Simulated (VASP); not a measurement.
A run of VASP 6.6.1 is set up as follows.

Contents of INCAR:

```
PREC = Accurate ; ENCUT = 520
EDIFF = 1E-8 ; ISMEAR = -1
SIGMA = 0.05 ; LREAL = False
LASPH = True ; NELM = 100
ALGO = Fast ; ISIF = 2
LWAVE = False ; LCHARG = False
GGA = PE ; LEFG = True
NBANDS = 18
```

KPOINTS

```
Automatic mesh
0
Gamma
  13 13 13
```

File POSCAR:

```
Yb
1.0
    0.0000000000      2.7227553435      2.7842465000
    2.7227553435      0.0000000000      2.7842465000
    2.7227553435      2.7227553435      0.0000000000
Yb
1
Direct
    0.0000000000      0.0000000000      0.0000000000
```

Potentials or basis: VASP PAW PBE potentials, release 64 (Yb).

The run is started by

```sh
$ cat potpaw_PBE.64/Yb/POTCAR > POTCAR
$ mpirun -np 1 vasp_std > vasp.out
```

Task: What does it give for the band gap on the k mesh?

Result: Zero (bands 12 and 13 overlap by 0.04 eV).

Task: What does it give for the pressure?

Result: -2.4 GPa.

Electric field gradients, principal values (V/Å²):
```
atom  least  middle  greatest (by size)
1 Yb  1.053   1.061              -2.115
```

Caveat: without QUAD_EFG the Cq values of the log hold for a quadrupole moment of 1 mb, not for the nuclei; spin-orbit coupling is left out, which moves the levels of the heavy elements. Spin polarisation is off, so any magnetic state and its effect on volume and gap are missing.
